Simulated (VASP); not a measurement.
# Be3Cd2O3 (P-6m2) in VASP: single point with PBE

Aim: the single point of Be3Cd2O3 with PBE.

Everything below comes from runs of VASP 6.6.1. Logs are shortened: lines on timing, memory, paths and dates and some standing lists are left out, and cuts for length are marked.

### Step 1. The cell of the first run

Symmetry: P-6m2, No. 187, hexagonal system. Conventional cell: a = 2.753 Å, b = 2.753 Å, c = 16.263 Å, α = 90.00°, β = 90.00°, γ = 120.00°. Within 2.1 Å of Be (site symmetry 3m) lie 3 O at 1.59 Å. Be (site symmetry -6m2) has 3 O at 1.59 Å within 2.1 Å. Within 3.6 Å of Cd (site symmetry 3m) lie 7 Cd at 2.75 to 3.20 Å. Within 2.1 Å of O (site symmetry 3m) lie 3 Be at 1.59 Å. O (site symmetry -6m2) has 3 Be at 1.59 Å within 2.1 Å.

### Step 2. Single point, PBE

INCAR reads:

```
SYSTEM = Be3Cd2O3
PREC = Accurate
ENCUT = 700
EDIFF = 1E-6
ISMEAR = 0
SIGMA = 0.1
LREAL = .False.
LASPH = .True.
NELM = 120
ALGO = Normal
ISIF = 2
LWAVE = .False.
LCHARG = .False.
GGA = PE
NBANDS = 42
GGA_COMPAT = .False.
```

KPOINTS reads:

```
regular mesh
0
Gamma
  6 6 1
  0 0 0
```

POSCAR reads:

```
Be3Cd2O3
1.0
    2.7534053449      0.0000000000      0.0000000000
   -1.3767026724      2.3845189756      0.0000000000
    0.0000000000      0.0000000000     16.2633068910
Be Cd O
3 2 3
Direct
    0.3333333333      0.6666666667      0.8367066022
    0.0000000000      0.0000000000      0.0000000000
    0.3333333333      0.6666666667      0.1632933978
    0.6666666667      0.3333333333      0.5982880995
    0.6666666667      0.3333333333      0.4017119005
    0.0000000000      0.0000000000      0.8357935339
    0.3333333333      0.6666666667      0.0000000000
    0.0000000000      0.0000000000      0.1642064661
```

Potentials or basis: VASP PAW PBE potentials, release 64 (Be, Cd_sv_GW, O).

The run is started by

```
$ cat potpaw_PBE.64/Be/POTCAR potpaw_PBE.64/Cd_sv_GW/POTCAR potpaw_PBE.64/O/POTCAR > POTCAR
$ mpirun -np 1 vasp_std > vasp.out
```

OUTCAR:

```text
SYSTEM = Be3Cd2O3
   PREC = Accurate
   ENCUT = 700
   EDIFF = 1E-6
   ISMEAR = 0
   LREAL = .False.
   LASPH = .True.
   NELM = 120
   ISIF = 2
   GGA = PE

 ion  position               nearest neighbor table
   1  0.333  0.667  0.837-   6 1.59   6 1.59   6 1.59
   2  0.000  0.000  0.000-   7 1.59   7 1.59   7 1.59
   3  0.333  0.667  0.163-   8 1.59   8 1.59   8 1.59
   4  0.667  0.333  0.598-
   5  0.667  0.333  0.402-
   6  0.000  0.000  0.836-   1 1.59   1 1.59   1 1.59
   7  0.333  0.667  0.000-   2 1.59   2 1.59   2 1.59
   8  0.000  0.000  0.164-   3 1.59   3 1.59   3 1.59

  LATTYP: Found a hexagonal cell.
 ALAT       =     2.7534053449
 C/A-ratio  =     5.9066155737

  Lattice vectors:

 A1 = (   2.7534053449,   0.0000000000,   0.0000000000)
 A2 = (  -1.3767026724,   2.3845189756,   0.0000000000)
 A3 = (   0.0000000000,   0.0000000000,  16.2633068910)

Analysis of symmetry for initial positions (statically):
=====================================================================
 Subroutine PRICEL returns:
 Original cell was already a primitive cell.

 Routine SETGRP: Setting up the symmetry group for a
 hexagonal supercell.

 Subroutine GETGRP returns: Found 12 space group operations
 (whereof 12 operations were pure point group operations)
 out of a pool of 24 trial point group operations.

The static configuration has the point symmetry D_3h.

Analysis of symmetry for dynamics (positions and initial velocities):
=====================================================================
 Subroutine PRICEL returns:
 Original cell was already a primitive cell.

 Routine SETGRP: Setting up the symmetry group for a
 hexagonal supercell.

 Subroutine GETGRP returns: Found 12 space group operations
 (whereof 12 operations were pure point group operations)
 out of a pool of 24 trial point group operations.

The dynamic configuration has the point symmetry D_3h.

 Subroutine INISYM returns: Found 12 space group operations
 (whereof 12 operations are pure point group operations),
 and found     1 'primitive' translations

----------------------------------------------------------------------------------------

                                     Primitive cell

  volume of cell :     106.7775

  direct lattice vectors                    reciprocal lattice vectors
     2.753405345  0.000000000  0.000000000     0.363186627  0.209685897  0.000000000
    -1.376702672  2.384518976  0.000000000     0.000000000  0.419371794  0.000000000
     0.000000000  0.000000000 16.263306891     0.000000000  0.000000000  0.061488110

  length of vectors
     2.753405345  2.753405345 16.263306891     0.419371794  0.419371794  0.061488110

  position of ions in fractional coordinates (direct lattice)
     0.333333333  0.666666667  0.836706602
     0.000000000  0.000000000  0.000000000
     0.333333333  0.666666667  0.163293398
     0.666666667  0.333333333  0.598288100
     0.666666667  0.333333333  0.401711900
     0.000000000  0.000000000  0.835793534
     0.333333333  0.666666667  0.000000000
     0.000000000  0.000000000  0.164206466

  ion indices of the primitive-cell ions
   primitive index   ion index
                 1           1
                 2           2
                 3           3
                 4           4
                 5           5
                 6           6
                 7           7
                 8           8

----------------------------------------------------------------------------------------

 KPOINTS: regular mesh

Automatic generation of k-mesh.
 Grid dimensions read from file:
 generate k-points for:    6    6    1

 Generating k-lattice:

  Cartesian coordinates                     Fractional coordinates (reciprocal lattice)
     0.060531105  0.034947649  0.000000000     0.166666667  0.000000000  0.000000000
     0.000000000  0.069895299  0.000000000     0.000000000  0.166666667  0.000000000
     0.000000000  0.000000000  0.061488110     0.000000000  0.000000000  1.000000000

  Length of vectors
     0.069895299  0.069895299  0.061488110

  Shift w.r.t. Gamma in fractional coordinates (k-lattice)
     0.000000000  0.000000000  0.000000000

 Subroutine IBZKPT returns following result:
 ===========================================

 Found      7 irreducible k-points:

 Following reciprocal coordinates:
            Coordinates               Weight
  0.000000  0.000000  0.000000      1.000000
  0.166667  0.000000  0.000000      6.000000
  0.333333  0.000000  0.000000      6.000000
  0.500000  0.000000  0.000000      3.000000
  0.166667  0.166667  0.000000      6.000000
  0.333333  0.166667  0.000000     12.000000
  0.333333  0.333333  0.000000      2.000000
   k-points           NKPTS =      7   k-points in BZ     NKDIM =      7   number of bands    NBANDS=     42
   number of dos      NEDOS =    301   number of ions     NIONS =      8
   total plane-waves  NPLWV =  80640
   dimension x,y,z NGX =    24 NGY =   24 NGZ =  140
   dimension x,y,z NGXF=    48 NGYF=   48 NGZF=  280
   ions per type =               3   2   3
   NGX,Y,Z   is equivalent  to a cutoff of  14.49, 14.49, 14.31 a.u.
   NGXF,Y,Z  is equivalent  to a cutoff of  28.98, 28.98, 28.62 a.u.
 SYSTEM =  Be3Cd2O3
   PREC   = accura    normal or accurate (medium, high low for compatibility)
   ISTART =      0    job   : 0-new  1-cont  2-samecut
   ICHARG =      2    charge: 1-file 2-atom 10-const
   ISPIN  =      1    spin polarized calculation?
   LNONCOLLINEAR =      F non collinear calculations
   LSORBIT =      F    spin-orbit coupling
   LASPH  =      T    aspherical Exc in radial PAW
   ENCUT  =  700.0 eV  51.45 Ry    7.17 a.u.   5.94  5.94 35.08*2*pi/ulx,y,z
   NELM   =    120;   NELMIN=  2; NELMDL= -5     # of ELM steps
   EDIFF  = 0.1E-05   stopping-criterion for ELM
   LREAL  =      F    real-space projection
   EDIFFG = 0.1E-04   stopping-criterion for IOM
   NSW    =      0    number of steps for IOM
   IBRION =     -1    ionic relax: 0-MD 1-quasi-New 2-CG
   NFREE  =      0    steps in history (QN), initial steepest desc. (CG)
   ISIF   =      2    stress and relaxation
   ISYM   =      2    0-nonsym 1-usesym 2-fastsym
   POTIM  = 0.5000    time-step for ionic-motion
   TEBEG  =    0.0;   TEEND  =   0.0 temperature during run
   PSTRESS=    0.0 pullay stress
   NELECT =      64.0000    total number of electrons
   NUPDOWN=      -1.0000    fix difference up-down
   EMIN   =  10.00;   EMAX   =-10.00  energy-range for DOS
   EFERMI =   0.00;   METHOD = LEGACY
   ISMEAR =     0;   SIGMA  =   0.10  broadening in eV -4-tet -1-fermi 0-gaus
   EFERMI_NEDOS =   21; number of points for ismear=-14 and -15
   IALGO  =     38    algorithm
   IMIX   =      4    mixing-type and parameters
     AMIX     =   0.40;   BMIX     =  1.00
     AMIX_MAG =   1.60;   BMIX_MAG =  1.00
  volume/ion in A,a.u.               =      13.35        90.07
  Fermi-wavevector in a.u.,A,eV,Ry     =   1.380304  2.608397 25.922369  1.905240
  Thomas-Fermi vector in A             =   2.505194
   LORBIT       =      0    0 simple, 1 ext, 2 COOP (PROOUT), +10 PAW based schemes
   GGA     = PE    functional components
   LHFCALC =     F    Hartree Fock is set to
   AEXX    =    0.0000 exact exchange contribution
   IVDW    =     0    specifies the selected vdW correction
   LEPSILON=     F    determine dielectric tensor
   LRPA    =     F    only Hartree local field effects (RPA)
 non-spin polarized calculation
 Gauss-broadening in eV      SIGMA  =   0.10
  energy-cutoff  :      700.00
  volume of cell :      106.78
 maximum number of plane-waves:      4518
 NGX is ok and might be reduce to    24
   NGX = 11   NGY = 11   NGZ = 71

 number of electron      63.9999993 magnetization

 Free energy of the ion-electron system (eV)
  ---------------------------------------------------
  ext. energy  EPLUGINS =         0.00000000
  ---------------------------------------------------
  free energy    TOTEN  =       -43.03330620 eV

  energy without entropy =      -43.03326523  energy(sigma->0) =      -43.03328572

 E-fermi :   3.8450     XC(G=0):  -9.8179

 val. band max:        3.5846794904   @ k =   0.3333   0.1667   0.0000
 cond. band min:       4.0791731827   @ k =   0.5000   0.0000   0.0000
 fundamental gap:      0.4944936923
 Fermi energy:         3.8450023059

 k-point     1 :       0.0000    0.0000    0.0000
  band No.  band energies     occupation
      1     -98.8716      2.00000
      2     -98.8713      2.00000
      3     -59.9176      2.00000
      4     -59.9106      2.00000
      5     -59.8343      2.00000
      6     -59.8343      2.00000
[... 34 lines left out ...]
     41      15.4447      0.00000
     42      16.0578      0.00000

 k-point     2 :       0.1667    0.0000    0.0000
  band No.  band energies     occupation
      1     -98.8681      2.00000
      2     -98.8678      2.00000
      3     -59.9137      2.00000
      4     -59.9067      2.00000
      5     -59.8691      2.00000
      6     -59.8686      2.00000
[... 34 lines left out ...]
     41      14.7833      0.00000
     42      15.7980      0.00000

 k-point     3 :       0.3333    0.0000    0.0000
  band No.  band energies     occupation
      1     -98.8612      2.00000
      2     -98.8609      2.00000
      3     -59.9383      2.00000
      4     -59.9378      2.00000
      5     -59.9057      2.00000
      6     -59.8989      2.00000
[... 34 lines left out ...]
     41      13.3571      0.00000
     42      13.3822      0.00000

 k-point     4 :       0.5000    0.0000    0.0000
  band No.  band energies     occupation
      1     -98.8578      2.00000
      2     -98.8575      2.00000
      3     -59.9728      2.00000
      4     -59.9722      2.00000
      5     -59.9017      2.00000
      6     -59.8950      2.00000
[... 34 lines left out ...]
     41      12.6739      0.00000
     42      13.0877      0.00000

 k-point     5 :       0.1667    0.1667    0.0000
  band No.  band energies     occupation
      1     -98.8629      2.00000
      2     -98.8626      2.00000
      3     -59.9146      2.00000
      4     -59.9141      2.00000
      5     -59.9077      2.00000
      6     -59.9008      2.00000
[... 34 lines left out ...]
     41      14.1556      0.00000
     42      14.4511      0.00000

 k-point     6 :       0.3333    0.1667    0.0000
  band No.  band energies     occupation
      1     -98.8578      2.00000
      2     -98.8575      2.00000
      3     -59.9554      2.00000
      4     -59.9548      2.00000
      5     -59.9017      2.00000
      6     -59.8950      2.00000
[... 34 lines left out ...]
     41      12.2895      0.00000
     42      13.3114      0.00000

 k-point     7 :       0.3333    0.3333    0.0000
  band No.  band energies     occupation
      1     -98.8560      2.00000
      2     -98.8557      2.00000
      3     -59.9322      2.00000
      4     -59.9322      2.00000
      5     -59.9316      2.00000
      6     -59.9316      2.00000
[... 34 lines left out ...]
     41      13.0333      0.00000
     42      13.1953      0.00000

------------------------ aborting loop because EDIFF is reached ----------------------------------------

  FORCE on cell =-STRESS in cart. coord.  units (eV):
  Direction    XX          YY          ZZ          XY          YZ          ZX
  --------------------------------------------------------------------------------------
  -------------------------------------------------------------------------------------
  Total        0.3351215      0.3351215      0.7428767      0.0000000      0.0000000      0.0000000
  in kB        5.0284383      5.0284383     11.1467308      0.0000000      0.0000000      0.0000000
  external PRESSURE =       7.0678691 kB  Pullay stress =       0.0000000 kB

 VOLUME and BASIS-vectors are now :
 -----------------------------------------------------------------------------
  energy-cutoff  :      700.00
  volume of cell :      106.78
      direct lattice vectors                 reciprocal lattice vectors
     2.753405345  0.000000000  0.000000000     0.363186627  0.209685897  0.000000000
    -1.376702672  2.384518976  0.000000000     0.000000000  0.419371794  0.000000000
     0.000000000  0.000000000 16.263306891     0.000000000  0.000000000  0.061488110

 POSITION                                       TOTAL-FORCE (eV/Angst)
 -----------------------------------------------------------------------------------
     -0.00000      1.58968     13.60762        -0.000000      0.000000      0.070884
      0.00000      0.00000      0.00000         0.000000     -0.000000     -0.000000
     -0.00000      1.58968      2.65569        -0.000000      0.000000     -0.070884
      1.37670      0.79484      9.73014         0.000000      0.000000      0.194625
      1.37670      0.79484      6.53316         0.000000      0.000000     -0.194625
      0.00000      0.00000     13.59277        -0.000000      0.000000     -0.059155
     -0.00000      1.58968      0.00000         0.000000      0.000000     -0.000000
      0.00000      0.00000      2.67054        -0.000000      0.000000      0.059155
 -----------------------------------------------------------------------------------
    total drift:                               -0.000000      0.000000      0.000000

  FREE ENERGIE OF THE ION-ELECTRON SYSTEM (eV)
  ---------------------------------------------------
  free  energy   TOTEN  =       -43.0333062015 eV

  energy  without entropy=      -43.0332652318  energy(sigma->0) =      -43.03328572
```

Wall time 93 s (1 thread of Intel Xeon Platinum 8375C at 2.90GHz (Ice Lake), shared host); peak memory 0.28 GiB.

What came out:

| Quantity | Value |
| --- | --- |
| Free energy | -43.0333 eV |
| Pressure | 0.7 GPa |
| Largest force | 0.195 eV/Å |
| Band gap on the k mesh | zero (bands 32 and 33 overlap by 4.28 eV) |

Forces in eV/Å, atoms in the order of the input:
```
Be   0.000  0.000  0.071
Be   0.000  0.000  0.000
Be   0.000  0.000 -0.071
Cd   0.000  0.000  0.195
Cd   0.000  0.000 -0.195
O    0.000  0.000 -0.059
O    0.000  0.000  0.000
O    0.000  0.000  0.059
```

Levels at points of the mesh, in eV from the Fermi level:
```tsv
k point	band 28	band 29	band 30	band 31	band 32	band 33	band 34	band 35	band 36	band 37
(0.00, 0.00, 0.00)	-3.38	-3.22	-3.22	-3.18	-3.18	-1.54	1.91	3.59	5.62	6.17
(0.50, 0.00, 0.00)	-3.68	-2.99	-2.69	-0.94	0.23	1.07	2.81	4.43	5.51	5.95
```

Caveat: the k points lie up to 0.44 Å⁻¹ apart, too coarse for converged energies and pressures of a metal.

The gap in the log of VASP goes by the Fermi energy; the results here count the filled bands.